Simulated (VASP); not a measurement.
# In (I4/mmm) in VASP: relaxation of cell and atoms with r2SCAN

Aim: the relaxation of cell and atoms of In with r2SCAN.

Program: VASP 6.6.1. These are calculated values, not measurements. Logs are shortened: lines on timing, memory, paths and dates and some standing lists are left out, and cuts for length are marked.

**1. The cell of the first run**

The structure is tetragonal, space group I4/mmm (No. 139). Conventional cell: a = 3.259 Å, b = 3.259 Å, c = 4.986 Å, α = 90.00°, β = 90.00°, γ = 90.00°. Within 4.3 Å of In (site symmetry 4/mmm) lie 12 In at 3.26 to 3.40 Å.

**2. Relaxation of cell and atoms, r2SCAN**

POSCAR reads:

```
In
1.0
   -1.6297352700      1.6297352700      2.4928993500
    1.6297352700     -1.6297352700      2.4928993500
    1.6297352700      1.6297352700     -2.4928993500
In
1
Direct
    0.0000000000      0.0000000000      0.0000000000
```

INCAR.step1 reads:

```
SYSTEM = In
PREC = Accurate ; ENCUT = 600
ISMEAR = 0 ; SIGMA = 0.1
LREAL = .FALSE. ; LASPH = .TRUE.
NELM = 80 ; GGA = PE
ALGO = Normal ; EDIFF = 1E-4
LWAVE = .TRUE. ; LCHARG = .FALSE.
```

INCAR.step2 reads:

```
SYSTEM = In
PREC = Accurate ; ENCUT = 600
EDIFF = 1E-6 ; ISMEAR = 0
SIGMA = 0.1 ; LREAL = .FALSE.
LASPH = .TRUE. ; NELM = 80
ALGO = Normal ; ISIF = 3
LWAVE = .FALSE. ; LCHARG = .FALSE.
METAGGA = R2SCAN ; LMIXTAU = .TRUE.
IBRION = 2 ; NSW = 100
EDIFFG = -0.005 ; ISTART = 1
```

KPOINTS reads:

```
Automatic mesh
0
G
  18 18 18
  0 0 0
```

Potentials or basis: VASP PAW PBE potentials, release 64 (In_d).

Launch:

```console
$ cat potpaw_PBE.64/In_d/POTCAR > POTCAR
$ cp INCAR.step1 INCAR
$ mpirun -np 1 vasp_std > vasp.out
$ cp INCAR.step2 INCAR
$ mpirun -np 1 vasp_std > vasp.out
```

OUTCAR:

```text
SYSTEM = In
   PREC = Accurate
   ENCUT = 600
   EDIFF = 1E-6
   ISMEAR = 0
   LREAL = .FALSE.
   LASPH = .TRUE.
   NELM = 80
   ISIF = 3
   METAGGA = R2SCAN
   IBRION = 2
   NSW = 100
   EDIFFG = -0.005
   ISTART = 1

 ion  position               nearest neighbor table
   1  0.000  0.000  0.000-

  LATTYP: Found a body centered tetragonal cell.
 ALAT       =     3.2594705400
 C/A-ratio  =     1.5296345338

  Lattice vectors:

 A1 = (  -1.6297352700,   1.6297352700,   2.4928993500)
 A2 = (   1.6297352700,  -1.6297352700,   2.4928993500)
 A3 = (   1.6297352700,   1.6297352700,  -2.4928993500)

Analysis of symmetry for initial positions (statically):
=====================================================================
 Subroutine PRICEL returns:
 Original cell was already a primitive cell.

 Routine SETGRP: Setting up the symmetry group for a
 body centered tetragonal supercell.

 Subroutine GETGRP returns: Found 16 space group operations
 (whereof 16 operations were pure point group operations)
 out of a pool of 16 trial point group operations.

The static configuration has the point symmetry D_4h.

Analysis of symmetry for dynamics (positions and initial velocities):
=====================================================================
 Subroutine PRICEL returns:
 Original cell was already a primitive cell.

 Routine SETGRP: Setting up the symmetry group for a
 body centered tetragonal supercell.

 Subroutine GETGRP returns: Found 16 space group operations
 (whereof 16 operations were pure point group operations)
 out of a pool of 16 trial point group operations.

The dynamic configuration has the point symmetry D_4h.

 Subroutine INISYM returns: Found 16 space group operations
 (whereof 16 operations are pure point group operations),
 and found     1 'primitive' translations

----------------------------------------------------------------------------------------

                                     Primitive cell

  volume of cell :      26.4849

  direct lattice vectors                    reciprocal lattice vectors
    -1.629735270  1.629735270  2.492899350     0.000000000  0.306798294  0.200569670
     1.629735270 -1.629735270  2.492899350     0.306798294  0.000000000  0.200569670
     1.629735270  1.629735270 -2.492899350     0.306798294  0.306798294  0.000000000

  length of vectors
     3.395087815  3.395087815  3.395087815     0.366542474  0.366542474  0.433878308

  position of ions in fractional coordinates (direct lattice)
     0.000000000  0.000000000  0.000000000

  ion indices of the primitive-cell ions
   primitive index   ion index
                 1           1

----------------------------------------------------------------------------------------

 KPOINTS: Automatic mesh

Automatic generation of k-mesh.
 Grid dimensions read from file:
 generate k-points for:   18   18   18

 Generating k-lattice:

  Cartesian coordinates                     Fractional coordinates (reciprocal lattice)
     0.000000000  0.017044350  0.011142759     0.055555556  0.000000000  0.000000000
     0.017044350  0.000000000  0.011142759     0.000000000  0.055555556  0.000000000
     0.017044350  0.017044350  0.000000000     0.000000000  0.000000000  0.055555556

  Length of vectors
     0.020363471  0.020363471  0.024104350

  Shift w.r.t. Gamma in fractional coordinates (k-lattice)
     0.000000000  0.000000000  0.000000000

 Subroutine IBZKPT returns following result:
 ===========================================

 Found    480 irreducible k-points:

 Following reciprocal coordinates:
            Coordinates               Weight
  0.000000  0.000000  0.000000      1.000000
  0.055556  0.000000  0.000000      8.000000
  0.111111  0.000000  0.000000      8.000000
  0.166667  0.000000  0.000000      8.000000
  0.222222 -0.000000  0.000000      8.000000
  0.277778 -0.000000  0.000000      8.000000
[... 16 lines left out ...]
 -0.277778  0.055556 -0.000000     16.000000
 -0.222222  0.055556 -0.000000     16.000000
 [... further k-points ...]
   k-points           NKPTS =    480   k-points in BZ     NKDIM =    480   number of bands    NBANDS=     10
   number of dos      NEDOS =    301   number of ions     NIONS =      1
   total plane-waves  NPLWV =  21952
   dimension x,y,z NGX =    28 NGY =   28 NGZ =   28
   dimension x,y,z NGXF=    56 NGYF=   56 NGZF=   56
   ions per type =               1
   NGX,Y,Z   is equivalent  to a cutoff of  13.71, 13.71, 13.71 a.u.
   NGXF,Y,Z  is equivalent  to a cutoff of  27.42, 27.42, 27.42 a.u.
 SYSTEM =  In
   PREC   = accura    normal or accurate (medium, high low for compatibility)
   ISTART =      1    job   : 0-new  1-cont  2-samecut
   ICHARG =      0    charge: 1-file 2-atom 10-const
   ISPIN  =      1    spin polarized calculation?
   LNONCOLLINEAR =      F non collinear calculations
   LSORBIT =      F    spin-orbit coupling
   LASPH  =      T    aspherical Exc in radial PAW
   ENCUT  =  600.0 eV  44.10 Ry    6.64 a.u.   6.78  6.78  6.78*2*pi/ulx,y,z
   NELM   =     80;   NELMIN=  2; NELMDL=  0     # of ELM steps
   EDIFF  = 0.1E-05   stopping-criterion for ELM
   LREAL  =      F    real-space projection
   EDIFFG = -.5E-02   stopping-criterion for IOM
   NSW    =    100    number of steps for IOM
   IBRION =      2    ionic relax: 0-MD 1-quasi-New 2-CG
   NFREE  =      1    steps in history (QN), initial steepest desc. (CG)
   ISIF   =      3    stress and relaxation
   ISYM   =      2    0-nonsym 1-usesym 2-fastsym
   POTIM  = 0.5000    time-step for ionic-motion
   TEBEG  =    0.0;   TEEND  =   0.0 temperature during run
   PSTRESS=    0.0 pullay stress
   NELECT =      13.0000    total number of electrons
   NUPDOWN=      -1.0000    fix difference up-down
   EMIN   =  10.00;   EMAX   =-10.00  energy-range for DOS
   EFERMI =   0.00;   METHOD = LEGACY
   ISMEAR =     0;   SIGMA  =   0.10  broadening in eV -4-tet -1-fermi 0-gaus
   EFERMI_NEDOS =   21; number of points for ismear=-14 and -15
   IALGO  =     38    algorithm
   IMIX   =      4    mixing-type and parameters
     AMIX     =   0.40;   BMIX     =  1.00
     AMIX_MAG =   1.60;   BMIX_MAG =  1.00
  volume/ion in A,a.u.               =      26.48       178.73
  Fermi-wavevector in a.u.,A,eV,Ry     =   1.291387  2.440367 22.690160  1.667680
  Thomas-Fermi vector in A             =   2.423160
   LORBIT       =      0    0 simple, 1 ext, 2 COOP (PROOUT), +10 PAW based schemes
   METAGGA = R2SCAN    functional components
   LHFCALC =     F    Hartree Fock is set to
   AEXX    =    0.0000 exact exchange contribution
   IVDW    =     0    specifies the selected vdW correction
   LEPSILON=     F    determine dielectric tensor
   LRPA    =     F    only Hartree local field effects (RPA)
 conjugate gradient relaxation of ions
 non-spin polarized calculation
 Gauss-broadening in eV      SIGMA  =   0.10
  energy-cutoff  :      600.00
  volume of cell :       26.48
 maximum number of plane-waves:       910
   NGX = 13   NGY = 13   NGZ = 13

--------------------------------------- Ionic step        1  -------------------------------------------

 number of electron      13.0000005 magnetization

 Free energy of the ion-electron system (eV)
  ---------------------------------------------------
  ext. energy  EPLUGINS =         0.00000000
  ---------------------------------------------------
  free energy    TOTEN  =       -22.57441123 eV

  energy without entropy =      -22.57210937  energy(sigma->0) =      -22.57326030

------------------------ aborting loop because EDIFF is reached ----------------------------------------

  FORCE on cell =-STRESS in cart. coord.  units (eV):
  Direction    XX          YY          ZZ          XY          YZ          ZX
  --------------------------------------------------------------------------------------
  -------------------------------------------------------------------------------------
  Total       -0.0846209     -0.0846209      0.0052855      0.0000000      0.0000000      0.0000000
  in kB       -5.1190508     -5.1190508      0.3197378      0.0000000      0.0000000      0.0000000
  external PRESSURE =      -3.3061213 kB  Pullay stress =       0.0000000 kB
[... 86 lines left out ...]
  FREE ENERGIE OF THE ION-ELECTRON SYSTEM (eV)
  ---------------------------------------------------
  free  energy   TOTEN  =       -22.5750697000 eV

  energy  without entropy=      -22.5731754994  energy(sigma->0) =      -22.57412260

[... ionic steps 4 to 7 ...]

--------------------------------------- Ionic step        8  -------------------------------------------

 number of electron      13.0000004 magnetization

------------------------ aborting loop because EDIFF is reached ----------------------------------------

  FORCE on cell =-STRESS in cart. coord.  units (eV):
  Direction    XX          YY          ZZ          XY          YZ          ZX
  --------------------------------------------------------------------------------------
  -------------------------------------------------------------------------------------
  Total        0.0318496      0.0318496      0.0350693      0.0000000     -0.0000000      0.0000000
  in kB        1.9530532      1.9530532      2.1504894      0.0000000     -0.0000000      0.0000000
  external PRESSURE =       2.0188653 kB  Pullay stress =       0.0000000 kB
[... 55 lines left out ...]
  energy  without entropy=      -22.5741688141  energy(sigma->0) =      -22.57499644

--------------------------------------- Ionic step       10  -------------------------------------------

 number of electron      13.0000004 magnetization

 Free energy of the ion-electron system (eV)
  ---------------------------------------------------
  ext. energy  EPLUGINS =         0.00000000
  ---------------------------------------------------
  free energy    TOTEN  =       -22.57582988 eV

  energy without entropy =      -22.57418857  energy(sigma->0) =      -22.57500922

 E-fermi :   7.4498     XC(G=0): -11.0586

 val. band max:        7.4345391910   @ k =  -0.4444  -0.4444   0.1667
 cond. band min:       7.5132411751   @ k =   0.5000   0.2222   0.0556
 fundamental gap:      0.0787019841
 Fermi energy:         7.4497829651

 k-point     1 :       0.0000    0.0000    0.0000
  band No.  band energies     occupation
      1      -7.8928      2.00000
      2      -7.7332      2.00000
      3      -7.7332      2.00000
      4      -7.6948      2.00000
      5      -7.5329      2.00000
      6      -2.5673      2.00000
      7      18.5695      0.00000
      8      18.5695      0.00000
      9      18.8317      0.00000
     10      19.6897      0.00000
[... 287 lines left out ...]
 k-point    24 :      -0.2222    0.0556   -0.0000
  band No.  band energies     occupation
      1      -7.8257      2.00000
      2      -7.7744      2.00000
      3      -7.6881      2.00000
      4      -7.6275      2.00000
      5      -7.5612      2.00000
      6      -1.5072      2.00000
      7      12.3738      0.00000
      8      16.1658      0.00000
      9      17.6359      0.00000
     10      19.9636      0.00000

 [... further k-points ...]
[... 5 lines left out ...]
  --------------------------------------------------------------------------------------
  -------------------------------------------------------------------------------------
  Total       -0.0023180     -0.0023180      0.0011995      0.0000000      0.0000000      0.0000000
  in kB       -0.1414765     -0.1414765      0.0732123      0.0000000      0.0000000      0.0000000
  external PRESSURE =      -0.0699136 kB  Pullay stress =       0.0000000 kB
[... 16 lines left out ...]
  FREE ENERGIE OF THE ION-ELECTRON SYSTEM (eV)
  ---------------------------------------------------
  free  energy   TOTEN  =       -22.5758298768 eV

  energy  without entropy=      -22.5741885661  energy(sigma->0) =      -22.57500922

 reached required accuracy - stopping structural energy minimisation
```

Run time: 74 min. Hardware: 1 thread of Oxide Virtual Turin-like, shared host; peak memory 0.28 GiB.

What came out:

```yaml
Free_energy: -22.5758 eV
Relaxed_volume: 26.25 Å³/atom
Relaxed_cell: a = 3.403 Å, b = 3.403 Å, c = 3.403 Å, α = 123.46°, β = 123.46°, γ = 84.10°
Space_group_after_relaxing_to_0.1_Å: I4/mmm (No. 139)
Energy_gained_by_relaxing: 1.4 meV/atom
Ionic_steps: 10
Pressure_after_relaxing: 0.0 GPa
Band_gap_on_the_k_mesh: zero (an odd number of electrons rules out a gap without spin polarisation)
```

The path:
```
step  energy change (eV)  largest force (eV/Å)  pressure (GPa)  volume (Å³)
   1              0.0000                0.0000           -0.33        26.48
   2             -0.0005                0.0000           -0.01        26.28
   3             -0.0007                0.0000            0.17        26.15
   4             -0.0011                0.0000            0.16        26.14
   5             -0.0011                0.0000            0.27        26.11
   6             -0.0013                0.0000            0.22        26.13
   7             -0.0013                0.0000            0.19        26.13
   8             -0.0013                0.0000            0.20        26.13
   9             -0.0014                0.0000           -0.05        26.28
  10             -0.0014                0.0000           -0.01        26.25
```

Final structure:
```
CELL_PARAMETERS angstrom
-1.61163 1.61163 2.52664
1.61163 -1.61163 2.52664
1.61163 1.61163 -2.52664
ATOMIC_POSITIONS crystal
In 0.00000 0.00000 0.00000
```

Levels at points of the mesh, in eV from the Fermi level:
```tsv
k point	band 3	band 4	band 5	band 6	band 7	band 8	band 9	band 10
(0.00, 0.00, 0.00)	-15.18	-15.14	-14.98	-10.02	11.12	11.12	11.38	12.24
(0.50, 0.00, 0.00)	-15.16	-14.92	-14.87	-4.45	-3.56	7.51	10.00	11.45
(0.50, 0.50, 0.00)	-14.92	-14.91	-14.78	-2.06	-1.37	3.44	4.19	7.43
(0.50, 0.50, 0.50)	-14.89	-14.87	-14.87	-3.33	-3.05	5.28	5.28	8.67
```

Caveat: the PAW data sets were made with another functional, which shifts forces and pressure a little; spin-orbit coupling is left out, which moves the levels of the heavy elements.

The gap in the log of VASP goes by the Fermi energy; the results here count the filled bands.